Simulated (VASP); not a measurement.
Here is a VASP 6.6.1 calculation.

Contents of INCAR:

```
PREC = Accurate
ENCUT = 520
EDIFF = 1E-6
ISMEAR = 0
SIGMA = 0.02
LREAL = False
LASPH = True
NELM = 60
ALGO = Normal
ISIF = 2
LWAVE = False
LCHARG = False
GGA = PE
NBANDS = 26
```

The input KPOINTS:

```
regular mesh
0
Gamma
  12 12 6
```

POSCAR

```
ZnS
1.0
    3.8093040132      0.0000000000      0.0000000000
   -1.9046520066      3.2989540462      0.0000000000
    0.0000000000      0.0000000000      6.2517827390
Zn S
2 2
Direct
    0.3333333333      0.6666666667      0.0003761282
    0.6666666667      0.3333333333      0.5003761282
    0.3333333333      0.6666666667      0.3746238718
    0.6666666667      0.3333333333      0.8746238718
```

Potentials or basis: VASP PAW PBE potentials, release 64 (Zn, S).

Command:

```bash
$ cat potpaw_PBE.64/Zn/POTCAR potpaw_PBE.64/S/POTCAR > POTCAR
$ mpirun -np 1 vasp_std > vasp.out
```

(1) Predict the band gap on the k mesh.

(2) Predict the pressure.

Results:

(1) 2.20 eV.

(2) 2.2 GPa.
